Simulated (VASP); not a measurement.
Set up this calculation in VASP 6.6.1, as the native input.

| Item | Value |
| --- | --- |
| Task | relaxation of cell and atoms |
| Functional | PBEsol |
| Potentials or basis | VASP PAW PBE potentials, release 64 (K_sv) |
| Cutoff | 600 eV |
| k mesh | 11 × 11 × 11 |
| Occupations | fermi-dirac, width 0.1 eV |
| Spin | no spin polarisation |
| Dipole correction | no |
| Further INCAR settings | ALGO = Normal; EDIFF = 1e-07; IBRION = 2; EDIFFG = -0.005; NSW = 60; ISIF = 3 |

The structure of K lies in POSCAR:

```
K
1.0
    0.0000000000      3.2915455456      3.2915455456
    3.2915455456      0.0000000000      3.2915455456
    3.2915455456      3.2915455456      0.0000000000
K
1
Direct
    0.0000000000      0.0000000000      0.0000000000
```

The input as run:

INCAR

```
SYSTEM = K
PREC = Accurate
ENCUT = 600
EDIFF = 1E-7
ISMEAR = -1
SIGMA = 0.1
LREAL = .FALSE.
LASPH = .TRUE.
NELM = 100
ALGO = Normal
ISIF = 3
LWAVE = .FALSE.
LCHARG = .FALSE.
GGA = PS
IBRION = 2
NSW = 60
EDIFFG = -0.005
```

KPOINTS

```
regular mesh
0
G
  11 11 11
  0 0 0
```

Potentials or basis: VASP PAW PBE potentials, release 64 (K_sv).

Run with:

```bash
$ cat potpaw_PBE.64/K_sv/POTCAR > POTCAR
$ mpirun -np 1 vasp_std > vasp.out
```

Results of the run:

- Pressure after relaxing: 0.0 GPa

Caveat: the relaxation stopped at its first step, so nothing moved; the PAW data sets were made with another functional, which shifts forces and pressure a little.

Wall time 35 s on 1 thread of Intel(R) Xeon(R) Platinum 8488C (Sapphire Rapids), on a shared host, peak memory 0.24 GiB.
